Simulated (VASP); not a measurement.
# Li7Cl8 (a cell with a defect) in VASP: single point with PBE

Aim: the single point of Li7Cl8 (a cell with a defect) with PBE.

All numbers are computed with VASP 6.6.1; they aren't measurements. Logs are shortened: lines on timing, memory, paths and dates and some standing lists are left out, and cuts for length are marked.

## Step 1: The cell of the first run

The cell holds a defect, 15 atoms: a = 7.217 Å, b = 7.217 Å, c = 7.217 Å, α = 60.00°, β = 60.00°, γ = 60.00°.

## Step 2: Single point, PBE

File INCAR:

```
PREC = Accurate ; ENCUT = 520
EDIFF = 1E-6 ; ISMEAR = 1
SIGMA = 0.15 ; LREAL = Auto
LASPH = T ; NELM = 100
ALGO = Normal ; ISIF = 2
LWAVE = F ; LCHARG = T
GGA = PE ; LELF = T
LVHAR = T ; NBANDS = 52
```

File KPOINTS:

```
Automatic mesh
0
Gamma
  3 3 3
```

File POSCAR:

```
Li7Cl8
1.0
    0.0000000000      5.1028676200      5.1028676200
    5.1028676200      0.0000000000      5.1028676200
    5.1028676200      5.1028676200      0.0000000000
Li Cl
7 8
Direct
   -0.0003401029      0.0004012450      0.0004957017
    0.0003719477      0.0002512313      0.5001589675
    0.0000600643      0.5001179121      0.4998559026
    0.5002157983      0.0002770991      0.0002933645
    0.5001569098      0.0003069843      0.5001369211
    0.5008294728      0.5004831969     -0.0003455900
    0.4997559588      0.5004696751      0.5003072175
    0.2537901424      0.2468456158      0.2538289441
    0.2537845573      0.2466711061      0.7465951076
    0.2499713093      0.7504383388      0.2502384140
    0.2538031743      0.7541502713      0.7465237752
    0.7463179106      0.2466433766      0.2540572471
    0.7500478721      0.2501628682      0.7502340419
    0.7464327479      0.7539126598      0.2538655902
    0.7464477395      0.7538355463      0.7464890888
```

Potentials or basis: VASP PAW PBE potentials, release 64 (Li_sv, Cl).

On the command line:

```
> cat potpaw_PBE.64/Li_sv/POTCAR potpaw_PBE.64/Cl/POTCAR > POTCAR
> mpirun -np 1 vasp_std > vasp.out
```

OUTCAR:

```text
PREC = Accurate
   ENCUT = 520
   EDIFF = 1E-6
   ISMEAR = 1
   LREAL = Auto
   LASPH = T
   NELM = 100
   ISIF = 2
   GGA = PE

 ion  position               nearest neighbor table
   1  1.000  0.000  0.000-  14 2.55  12 2.55  13 2.55  10 2.55  11 2.55   9 2.55
   2  0.000  0.000  0.500-  10 2.55  11 2.55  13 2.55   8 2.55  12 2.55  15 2.55
   3  0.000  0.500  0.500-   8 2.55  14 2.55  13 2.55  10 2.55  15 2.55   9 2.55
   4  0.500  0.000  0.000-  13 2.55  14 2.55  10 2.55   8 2.55   9 2.55  15 2.55
   5  0.500  0.000  0.500-  12 2.51  11 2.51  15 2.51  14 2.51   8 2.51   9 2.51
   6  0.501  0.500  1.000-  15 2.55  13 2.55  12 2.55  11 2.55  10 2.55   8 2.56
   7  0.500  0.500  0.500-   9 2.55  10 2.55  11 2.55  12 2.55  14 2.55  13 2.55
   8  0.254  0.247  0.254-   5 2.51   3 2.55   2 2.55   4 2.55   6 2.56
   9  0.254  0.247  0.747-   5 2.51   7 2.55   4 2.55   1 2.55   3 2.55
  10  0.250  0.750  0.250-   2 2.55   7 2.55   1 2.55   4 2.55   3 2.55   6 2.55
  11  0.254  0.754  0.747-   5 2.51   2 2.55   7 2.55   6 2.55   1 2.55
  12  0.746  0.247  0.254-   5 2.51   1 2.55   6 2.55   7 2.55   2 2.55
  13  0.750  0.250  0.750-   4 2.55   6 2.55   1 2.55   3 2.55   2 2.55   7 2.55
  14  0.746  0.754  0.254-   5 2.51   3 2.55   1 2.55   4 2.55   7 2.55
  15  0.746  0.754  0.746-   5 2.51   6 2.55   4 2.55   2 2.55   3 2.55

  LATTYP: Found a face centered cubic cell.
 ALAT       =    10.2057352400

  Lattice vectors:

 A1 = (   0.0000000000,   5.1028676200,   5.1028676200)
 A2 = (   5.1028676200,   0.0000000000,   5.1028676200)
 A3 = (   5.1028676200,   5.1028676200,   0.0000000000)

Analysis of symmetry for initial positions (statically):
=====================================================================
 Subroutine PRICEL returns:
 Original cell was already a primitive cell.

 Routine SETGRP: Setting up the symmetry group for a
 face centered cubic supercell.

 Subroutine GETGRP returns: Found  1 space group operations
 (whereof  1 operations were pure point group operations)
 out of a pool of 48 trial point group operations.

The static configuration has the point symmetry C_1 .

Analysis of symmetry for dynamics (positions and initial velocities):
=====================================================================
 Subroutine PRICEL returns:
 Original cell was already a primitive cell.

 Routine SETGRP: Setting up the symmetry group for a
 face centered cubic supercell.

 Subroutine GETGRP returns: Found  1 space group operations
 (whereof  1 operations were pure point group operations)
 out of a pool of 48 trial point group operations.
[... 134 lines left out ...]
   IMIX   =      4    mixing-type and parameters
     AMIX     =   0.40;   BMIX     =  1.00
     AMIX_MAG =   1.60;   BMIX_MAG =  1.00
  volume/ion in A,a.u.               =      17.72       119.56
  Fermi-wavevector in a.u.,A,eV,Ry     =   1.083297  2.047134 15.966870  1.173532
  Thomas-Fermi vector in A             =   2.219359
   LORBIT       =      0    0 simple, 1 ext, 2 COOP (PROOUT), +10 PAW based schemes
   GGA     = PE    functional components
   LHFCALC =     F    Hartree Fock is set to
   AEXX    =    0.0000 exact exchange contribution
   IVDW    =     0    specifies the selected vdW correction
   LEPSILON=     F    determine dielectric tensor
   LRPA    =     F    only Hartree local field effects (RPA)
 non-spin polarized calculation
 Methfessel and Paxton  Order N= 1 SIGMA  =   0.15
  energy-cutoff  :      520.00
  volume of cell :      265.75
 maximum number of plane-waves:      7239
 NGX is ok and might be reduce to    54
   NGX = 27   NGY = 27   NGZ = 27

 number of electron      76.9999995 magnetization

 Free energy of the ion-electron system (eV)
  ---------------------------------------------------
  ext. energy  EPLUGINS =         0.00000000
  ---------------------------------------------------
  free energy    TOTEN  =       -52.43557370 eV

  energy without entropy =      -52.39843299  energy(sigma->0) =      -52.42319346

 E-fermi :   0.3451     XC(G=0):  -8.6297

 val. band max:        0.3308499210   @ k =  -0.3333   0.3333   0.0000
 cond. band min:       0.3720923855   @ k =   0.0000   0.0000   0.0000
 fundamental gap:      0.0412424645
 Fermi energy:         0.3450721861

 k-point     1 :       0.0000    0.0000    0.0000
  band No.  band energies     occupation
      1     -43.2123      2.00000
      2     -43.2104      2.00000
      3     -43.2103      2.00000
      4     -43.2102      2.00000
      5     -43.2095      2.00000
      6     -43.2094      2.00000
[... 731 lines left out ...]
     49       9.9417      0.00000
     50      10.0664      0.00000
 [bands above 50 left out]

------------------------ aborting loop because EDIFF is reached ----------------------------------------

  FORCE on cell =-STRESS in cart. coord.  units (eV):
  Direction    XX          YY          ZZ          XY          YZ          ZX
  --------------------------------------------------------------------------------------
  -------------------------------------------------------------------------------------
  Total        0.7075020      0.7115390      0.7115370     -0.0006401     -0.0006245     -0.0003949
  in kB        4.2654549      4.2897933      4.2897815     -0.0038591     -0.0037648     -0.0023808
  external PRESSURE =       4.2816766 kB  Pullay stress =       0.0000000 kB

 VOLUME and BASIS-vectors are now :
 -----------------------------------------------------------------------------
  energy-cutoff  :      520.00
  volume of cell :      265.75
      direct lattice vectors                 reciprocal lattice vectors
     0.000000000  5.102867620  5.102867620    -0.097984121  0.097984121  0.097984121
     5.102867620  0.000000000  5.102867620     0.097984121 -0.097984121  0.097984121
     5.102867620  5.102867620  0.000000000     0.097984121  0.097984121 -0.097984121

 POSITION                                       TOTAL-FORCE (eV/Angst)
 -----------------------------------------------------------------------------------
      0.00458      5.10366      5.10318        -0.002063      0.001398      0.001937
      2.55353      2.55414      0.00318         0.000444     -0.000586     -0.000339
      5.10273      2.55101      2.55234         0.001229      0.001256      0.001995
      0.00291      2.55403      2.55395         0.000002     -0.000826     -0.000469
      2.55370      5.10437      2.55380         0.001431      0.000594      0.001104
      7.65500      7.65677      5.10957         0.002697     -0.000296     -0.005237
      5.10683      5.10319      5.10402         0.000543      0.000528      0.000314
      2.55488      2.59031      2.55468        -0.003005      0.002566     -0.001391
      5.06851      5.10480      2.55376        -0.002883     -0.002353     -0.002572
      5.10632      2.55250      5.10496         0.000681      0.001349      0.002144
      7.65774      5.10454      5.14345        -0.002015     -0.000826      0.000585
      2.55501      5.10478      5.06695        -0.002502     -0.001600     -0.001785
      5.10489      7.65574      5.10394         0.002881      0.002338      0.003311
      5.14256      5.10439      7.65606         0.002533     -0.001662     -0.001042
      7.65596      7.61826      7.65575         0.000028     -0.001880      0.001443
 -----------------------------------------------------------------------------------
    total drift:                                0.006770      0.003549      0.003068

  FREE ENERGIE OF THE ION-ELECTRON SYSTEM (eV)
  ---------------------------------------------------
  free  energy   TOTEN  =       -52.4355736988 eV

  energy  without entropy=      -52.3984329916  energy(sigma->0) =      -52.42319346
```

Run time: 7 min. Hardware: 1 thread of Intel Xeon Platinum 8488C (Sapphire Rapids), shared host; peak memory 0.41 GiB.

Results:

```yaml
Free_energy: -52.4356 eV
Largest_force: 0.006 eV/Å
Band_gap_on_the_k_mesh: zero (an odd number of electrons rules out a gap without spin polarisation)
```

Forces on the atoms (eV/Å):
```
Li  -0.002  0.001  0.002
Li   0.000 -0.001  0.000
Li   0.001  0.001  0.002
Li   0.000 -0.001  0.000
Li   0.001  0.001  0.001
Li   0.003  0.000 -0.005
Li   0.001  0.001  0.000
Cl  -0.003  0.003 -0.001
Cl  -0.003 -0.002 -0.003
Cl   0.001  0.001  0.002
Cl  -0.002 -0.001  0.001
Cl  -0.003 -0.002 -0.002
Cl   0.003  0.002  0.003
Cl   0.003 -0.002 -0.001
Cl   0.000 -0.002  0.001
```

Caveat: the cutoff is under 1.25 times the usual one of these potentials, so pressure, stress and relaxed cells hold a basis-set (Pulay) error; an odd number of electrons without spin polarisation forces a metal; a magnetic or distorted state may lie lower.
